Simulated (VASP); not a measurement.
# Be2NbP3 (P6/mmm) in VASP: further runs

The runs below take Be2NbP3 through single point, relaxation of cell and atoms, with PBE.

Program: VASP 6.6.1. These are calculated values, not measurements. Logs are shortened: lines on timing, memory, paths and dates and some standing lists are left out, and cuts for length are marked.

## 1. The cell of the first run

It takes space group P6/mmm (No. 191, hexagonal). The conventional cell has a = 5.063 Å, b = 5.063 Å, c = 3.370 Å, α = 90.00°, β = 90.00°, γ = 120.00°. Within 3.0 Å of Be (site symmetry -6m2) lie 6 P at 2.23 Å and 3 Be at 2.92 Å and 3 Nb at 2.92 Å. Nb (site symmetry 6/mmm) has 6 Be at 2.92 Å and 12 P at 3.04 Å and 2 Nb at 3.37 Å within 3.9 Å. P (site symmetry mmm) has 4 Be at 2.23 Å and 4 P at 2.53 Å within 2.9 Å.

The cell was generated, and may not be a known phase.

## 2. Single point, PBE

INCAR reads:

```
PREC = Accurate
ENCUT = 520
EDIFF = 1E-6
ISMEAR = 0
SIGMA = 0.1
LREAL = F
LASPH = T
NELM = 80
ALGO = Normal
ISIF = 2
LWAVE = F
LCHARG = F
GGA = PE
NBANDS = 25
```

KPOINTS reads:

```
regular mesh
0
Gamma
  6 6 6
```

POSCAR reads:

```
Be2NbP3
1.0
    5.0632906039     -0.0000000027      0.0000000000
   -2.5316452997      4.3849382911      0.0000000000
    0.0000000000      0.0000000000      3.3697642132
Be Nb P
2 1 3
Direct
    0.3333333333      0.6666666667      0.0000000000
    0.6666666667      0.3333333333      0.0000000000
    0.0000000000      0.0000000000      0.0000000000
    0.5000000000      0.0000000000      0.5000000000
    0.5000000000      0.5000000000      0.5000000000
    0.0000000000      0.5000000000      0.5000000000
```

Potentials or basis: VASP PAW PBE potentials, release 64 (Be, Nb_sv, P).

Launch:

```bash
> cat potpaw_PBE.64/Be/POTCAR potpaw_PBE.64/Nb_sv/POTCAR potpaw_PBE.64/P/POTCAR > POTCAR
> mpirun -np 1 vasp_std > vasp.out
```

OUTCAR:

```text
PREC = Accurate
   ENCUT = 520
   EDIFF = 1E-6
   ISMEAR = 0
   LREAL = F
   LASPH = T
   NELM = 80
   ISIF = 2
   GGA = PE

 ion  position               nearest neighbor table
   1  0.333  0.667  0.000-   6 2.23   6 2.23   4 2.23   4 2.23   5 2.23   5 2.23
   2  0.667  0.333  0.000-   6 2.23   6 2.23   4 2.23   4 2.23   5 2.23   5 2.23
   3  0.000  0.000  0.000-
   4  0.500  0.000  0.500-   1 2.23   2 2.23   1 2.23   2 2.23   6 2.53   6 2.53   5 2.53   5 2.53

   5  0.500  0.500  0.500-   1 2.23   2 2.23   1 2.23   2 2.23   6 2.53   6 2.53   4 2.53   4 2.53

   6  0.000  0.500  0.500-   1 2.23   2 2.23   1 2.23   2 2.23   4 2.53   4 2.53   5 2.53   5 2.53

  LATTYP: Found a hexagonal cell.
 ALAT       =     5.0632906039
 C/A-ratio  =     0.6655285025

  Lattice vectors:

 A1 = (   5.0632906039,  -0.0000000027,   0.0000000000)
 A2 = (  -2.5316452997,   4.3849382911,   0.0000000000)
 A3 = (   0.0000000000,   0.0000000000,   3.3697642132)

Analysis of symmetry for initial positions (statically):
=====================================================================
 Subroutine PRICEL returns:
 Original cell was already a primitive cell.

 Routine SETGRP: Setting up the symmetry group for a
 hexagonal supercell.

 Subroutine GETGRP returns: Found 24 space group operations
 (whereof 24 operations were pure point group operations)
 out of a pool of 24 trial point group operations.

The static configuration has the point symmetry D_6h.

Analysis of symmetry for dynamics (positions and initial velocities):
=====================================================================
 Subroutine PRICEL returns:
 Original cell was already a primitive cell.

 Routine SETGRP: Setting up the symmetry group for a
 hexagonal supercell.

 Subroutine GETGRP returns: Found 24 space group operations
 (whereof 24 operations were pure point group operations)
 out of a pool of 24 trial point group operations.

The dynamic configuration has the point symmetry D_6h.

 Subroutine INISYM returns: Found 24 space group operations
 (whereof 24 operations are pure point group operations),
 and found     1 'primitive' translations

----------------------------------------------------------------------------------------

                                     Primitive cell

[... 98 lines left out ...]
   EDIFF  = 0.1E-05   stopping-criterion for ELM
   LREAL  =      F    real-space projection
   EDIFFG = 0.1E-04   stopping-criterion for IOM
   NSW    =      0    number of steps for IOM
   IBRION =     -1    ionic relax: 0-MD 1-quasi-New 2-CG
   NFREE  =      0    steps in history (QN), initial steepest desc. (CG)
   ISIF   =      2    stress and relaxation
   ISYM   =      2    0-nonsym 1-usesym 2-fastsym
   POTIM  = 0.5000    time-step for ionic-motion
   TEBEG  =    0.0;   TEEND  =   0.0 temperature during run
   PSTRESS=    0.0 pullay stress
   NELECT =      32.0000    total number of electrons
   NUPDOWN=      -1.0000    fix difference up-down
   EMIN   =  10.00;   EMAX   =-10.00  energy-range for DOS
   EFERMI =   0.00;   METHOD = LEGACY
   ISMEAR =     0;   SIGMA  =   0.10  broadening in eV -4-tet -1-fermi 0-gaus
   EFERMI_NEDOS =   21; number of points for ismear=-14 and -15
   IALGO  =     38    algorithm
   IMIX   =      4    mixing-type and parameters
     AMIX     =   0.40;   BMIX     =  1.00
     AMIX_MAG =   1.60;   BMIX_MAG =  1.00
  volume/ion in A,a.u.               =      12.47        84.15
  Fermi-wavevector in a.u.,A,eV,Ry     =   1.233463  2.330908 20.700333  1.521432
  Thomas-Fermi vector in A             =   2.368192
   LORBIT       =      0    0 simple, 1 ext, 2 COOP (PROOUT), +10 PAW based schemes
   GGA     = PE    functional components
   LHFCALC =     F    Hartree Fock is set to
   AEXX    =    0.0000 exact exchange contribution
   IVDW    =     0    specifies the selected vdW correction
   LEPSILON=     F    determine dielectric tensor
   LRPA    =     F    only Hartree local field effects (RPA)
 non-spin polarized calculation
 Gauss-broadening in eV      SIGMA  =   0.10
  energy-cutoff  :      520.00
  volume of cell :       74.82
 maximum number of plane-waves:      2035
 NGX is ok and might be reduce to    40
   NGX = 19   NGY = 19   NGZ = 13

 number of electron      32.0000000 magnetization

 Free energy of the ion-electron system (eV)
  ---------------------------------------------------
  ext. energy  EPLUGINS =         0.00000000
  ---------------------------------------------------
  free energy    TOTEN  =       -31.67463137 eV

  energy without entropy =      -31.66898739  energy(sigma->0) =      -31.67180938

 E-fermi :  10.5281     XC(G=0): -11.6264

 val. band max:       10.4674794621   @ k =   0.1667   0.0000   0.5000
 cond. band min:      10.5896937822   @ k =   0.0000   0.0000   0.1667
 fundamental gap:      0.1222143200
 Fermi energy:        10.5280627843

 k-point     1 :       0.0000    0.0000    0.0000
  band No.  band energies     occupation
      1     -45.0250      2.00000
      2     -21.1055      2.00000
      3     -21.1055      2.00000
      4     -20.9093      2.00000
      5      -5.4113      2.00000
      6       0.0246      2.00000
[... 661 lines left out ...]
     24      15.2954      0.00000
     25      16.0798      0.00000

 [... further k-points ...]

------------------------ aborting loop because EDIFF is reached ----------------------------------------

  FORCE on cell =-STRESS in cart. coord.  units (eV):
  Direction    XX          YY          ZZ          XY          YZ          ZX
  --------------------------------------------------------------------------------------
  -------------------------------------------------------------------------------------
  Total        0.0264080      0.0264080      0.0921525     -0.0000000      0.0000000      0.0000000
  in kB        0.5655238      0.5655238      1.9734316     -0.0000000      0.0000000      0.0000000
  external PRESSURE =       1.0348264 kB  Pullay stress =       0.0000000 kB

 VOLUME and BASIS-vectors are now :
 -----------------------------------------------------------------------------
  energy-cutoff  :      520.00
  volume of cell :       74.82
      direct lattice vectors                 reciprocal lattice vectors
     5.063290604 -0.000000003  0.000000000     0.197500021  0.114026690  0.000000000
    -2.531645300  4.384938291  0.000000000     0.000000000  0.228053380  0.000000000
     0.000000000  0.000000000  3.369764213     0.000000000  0.000000000  0.296756668

 POSITION                                       TOTAL-FORCE (eV/Angst)
 -----------------------------------------------------------------------------------
      0.00000      2.92329      0.00000        -0.000000      0.000000      0.000000
      2.53165      1.46165      0.00000         0.000000      0.000000     -0.000000
      0.00000      0.00000      0.00000        -0.000000     -0.000000     -0.000000
      2.53165     -0.00000      1.68488        -0.000000     -0.000000     -0.000000
      1.26582      2.19247      1.68488        -0.000000     -0.000000     -0.000000
     -1.26582      2.19247      1.68488        -0.000000     -0.000000     -0.000000
 -----------------------------------------------------------------------------------
    total drift:                                0.000000      0.000000     -0.000000

  FREE ENERGIE OF THE ION-ELECTRON SYSTEM (eV)
  ---------------------------------------------------
  free  energy   TOTEN  =       -31.6746313736 eV

  energy  without entropy=      -31.6689873868  energy(sigma->0) =      -31.67180938
```

OSZICAR:

```text
N       E                     dE             d eps       ncg     rms          rms(c)
DAV:   1     0.187292220680E+03    0.18729E+03   -0.14908E+04  1400   0.120E+03
DAV:   2    -0.221352215778E+02   -0.20943E+03   -0.19910E+03  1788   0.333E+02
DAV:   3    -0.339693573057E+02   -0.11834E+02   -0.11272E+02  2336   0.658E+01
DAV:   4    -0.345297846573E+02   -0.56043E+00   -0.55394E+00  2119   0.136E+01
DAV:   5    -0.345456865625E+02   -0.15902E-01   -0.15862E-01  2198   0.231E+00    0.132E+01
DAV:   6    -0.331977161062E+02    0.13480E+01   -0.11762E+01  2246   0.212E+01    0.895E+00
DAV:   7    -0.317538367894E+02    0.14439E+01   -0.46602E+00  2187   0.171E+01    0.483E+00
DAV:   8    -0.316945966272E+02    0.59240E-01   -0.51052E-01  2025   0.491E+00    0.920E-01
DAV:   9    -0.316747143234E+02    0.19882E-01   -0.48568E-02  2059   0.186E+00    0.251E-01
DAV:  10    -0.316746718868E+02    0.42437E-04   -0.52415E-03  1869   0.415E-01    0.118E-01
DAV:  11    -0.316746171745E+02    0.54712E-04   -0.34802E-04  2164   0.142E-01    0.460E-02
DAV:  12    -0.316746310383E+02   -0.13864E-04   -0.57233E-05  1884   0.521E-02    0.155E-02
DAV:  13    -0.316746313736E+02   -0.33520E-06   -0.43775E-06  1983   0.192E-02
   1 F= -.31674631E+02 E0= -.31671809E+02  d E =-.564399E-02
```

Wall time 54 s (1 thread of Oxide Virtual Turin-like, shared host); peak memory 0.19 GiB.

What came out:

* Free energy: -31.6746 eV
* Pressure: 0.1 GPa
* Band gap on the k mesh: zero (bands 16 and 17 overlap by 1.41 eV)

Stress tensor (GPa, compression positive):
```
0.06 0.00 0.00
0.00 0.06 0.00
0.00 0.00 0.20
```

## 3. Single point, PBE

This run uses another cell than the first one, of 14.29 Å³/atom.

INCAR reads:

```
PREC = Accurate
ENCUT = 520
EDIFF = 1E-6
ISMEAR = 0
SIGMA = 0.1
LREAL = False
LASPH = True
NELM = 80
ALGO = Normal
ISIF = 2
LWAVE = False
LCHARG = False
GGA = PE
NBANDS = 25
```

KPOINTS is that of step 2.

POSCAR reads:

```
Be2NbP3
1.0
    5.4732964100      0.0000000000      0.0000000000
   -2.7366482000      4.7400137300      0.0000000000
    0.0000000000      0.0000000000      3.3037689100
Be Nb P
2 1 3
Direct
    0.3333333300      0.6666666700      0.0000000000
    0.6666666700      0.3333333300      0.0000000000
    0.0000000000      0.0000000000      0.0000000000
    0.5000000000      0.0000000000      0.5000000000
    0.5000000000      0.5000000000      0.5000000000
    0.0000000000      0.5000000000      0.5000000000
```

Potentials or basis: VASP PAW PBE potentials, release 64 (Be, Nb_sv, P).

Launch:

```bash
> cat potpaw_PBE.64/Be/POTCAR potpaw_PBE.64/Nb_sv/POTCAR potpaw_PBE.64/P/POTCAR > POTCAR
> mpirun -np 1 vasp_std > vasp.out
```

It took 66 s on 1 thread of Oxide Virtual Turin-like, shared host; peak memory 0.2 GiB.

Results (log left out):

| Item | Value |
| --- | --- |
| Free energy | -31.1906 eV |
| Pressure | -9.3 GPa |
| Band gap on the k mesh | zero (bands 16 and 17 overlap by 1.62 eV) |

Stress tensor (GPa, compression positive):
```
-11.42   0.00   0.00
  0.00 -11.42   0.00
  0.00   0.00  -5.14
```

Levels at points of the mesh, in eV from the Fermi level:
```csv
k point,band 14,band 15,band 16,band 17,band 18,band 19
"(0.00, 0.00, 0.00)",0.33,0.33,0.73,0.73,0.89,0.89
"(0.50, 0.00, 0.00)",-1.62,-1.42,-0.10,0.33,1.05,1.54
"(0.00, 0.00, 0.50)",-1.53,0.26,0.26,1.17,1.27,1.27
"(0.50, 0.00, 0.50)",-1.89,-1.50,-1.40,-0.90,-0.21,1.47
```

Caveat: the stress differs along the axes, from -11 to -5 GPa.

(Continued in part 2 of 2.)

The gap in the log of VASP goes by the Fermi energy; the results here count the filled bands.